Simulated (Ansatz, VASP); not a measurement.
## LiCl in VASP and in Ansatz

File POSCAR:

```
LiCl
1.0
    0.0000000000      2.6032314000      2.5262886000
    2.6032314000      0.0000000000      2.5262886000
    2.6032314000      2.6032314000      0.0000000000
Li Cl
1 1
Direct
    0.0000000000      0.0000000000      0.0000000000
    0.5000000000      0.5000000000      0.5000000000
```

INCAR.step1

```
SYSTEM = LiCl
PREC = Accurate
ENCUT = 520
ISMEAR = 0
SIGMA = 0.05
LREAL = .FALSE.
LASPH = .TRUE.
NELM = 100
NBANDS = 12
GGA = PE
ALGO = Normal
EDIFF = 1E-4
LWAVE = .TRUE.
LCHARG = .FALSE.
```

INCAR.step2

```
SYSTEM = LiCl
PREC = Accurate
ENCUT = 520
EDIFF = 1E-6
ISMEAR = 0
SIGMA = 0.05
LREAL = .FALSE.
LASPH = .TRUE.
NELM = 100
ALGO = Normal
ISIF = 2
LWAVE = .FALSE.
LCHARG = .FALSE.
METAGGA = R2SCAN
LMIXTAU = .TRUE.
NBANDS = 12
ISTART = 1
```

File KPOINTS:

```
regular mesh
0
G
  8 8 8
  0 0 0
```

Input for Ansatz:

```yaml
crystal:
  lattice:
    - [0.0, 2.6032314, 2.5262886]
    - [2.6032314, 0.0, 2.5262886]
    - [2.6032314, 2.6032314, 0.0]
  atoms:
    - { symbol: Li, position: [0.0, 0.0, 0.0] }
    - { symbol: Cl, position: [0.5, 0.5, 0.5] }
basis:
  ecutwfc: 500
kpoints:
  mp_grid: { grid: [8, 8, 8] }
hamiltonian:
  xc: r2scan
scf:
  occupations: { method: gaussian, width: 0.05 }
output:
  forces: true
  stress: true
  eigenvalues: true
```

Change from the starting cell: strain +0.015 along x and y, -0.015 along z, atoms carried along.

Alike in both runs: task single point; functional r2SCAN; k mesh 8 × 8 × 8; occupations gaussian, width 0.05 eV; no spin polarisation.

```csv
,VASP,Ansatz
version,VASP 6.6.1,Ansatz 0.2.0
potentials or method,"VASP PAW PBE potentials, release 64 (Li_sv, Cl), cutoff 520 eV","scalar-relativistic, plane waves, PAW"
valence electrons in the cell,10,10
```

Ansatz gave:

- gap on the k mesh at the Fermi level (eV): 7.11
- least direct gap on the mesh (eV): 7.11

**Question.** Which values does VASP return?

**Answer.** gap on the k mesh at the Fermi level (eV): 7.17; least direct gap on the mesh (eV): 7.17.

VASP's potentials were made for PBE, not for r2SCAN. The functional is the same, so the differences come from potentials, cutoffs and numerics.

Noted on VASP's run: the cutoff is under 1.25 times that of the potentials, so the pressure is a little rough.
